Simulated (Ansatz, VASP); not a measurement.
Zn2S in VASP and in Ansatz

```
Zn S
1.0
    -3.23700    3.23700    2.50990
     3.23700   -3.23700    2.50990
     3.23700    3.23700   -2.50990
Zn S
4 2
Direct
  0.13275 0.36725 0.50000
  0.63275 0.13275 0.76551
  0.86725 0.63275 0.50000
  0.36725 0.86725 0.23449
  0.50000 0.50000 0.00000
  0.00000 0.00000 0.00000
```

Change from the starting cell: species swapped into the Tl2Pt type (I4/mcm, No. 140).

Alike in both runs: functional PBE; k mesh 10 × 10 × 10; occupations gaussian, width 0.1 eV; no spin polarisation.

Ansatz relaxed the structure, and its values are those at the end. VASP's run is a single point on that final structure, the one shown.

|  | VASP | Ansatz |
| --- | --- | --- |
| version | VASP 6.6.1 | Ansatz 0.2.0 |
| potentials or method | VASP PAW PBE potentials, release 64 (Zn, S), cutoff 520 eV | scalar-relativistic, plane waves, PAW |
| valence electrons in the cell | 60 | 60 |

|  | VASP | Ansatz | Ansatz less VASP |
| --- | --- | --- | --- |
| gap on the k mesh at the Fermi level (eV) | none | none | - |
| pressure (GPa) | 0.2 | 0.0 | -0.15 |
| rms of the force components (eV/Å) | 0.003 | 0.000 | -0.0033 |

A gap of «none» marks a metal or a gap that the smearing closes. The functional is the same, so the differences come from potentials, cutoffs and numerics.
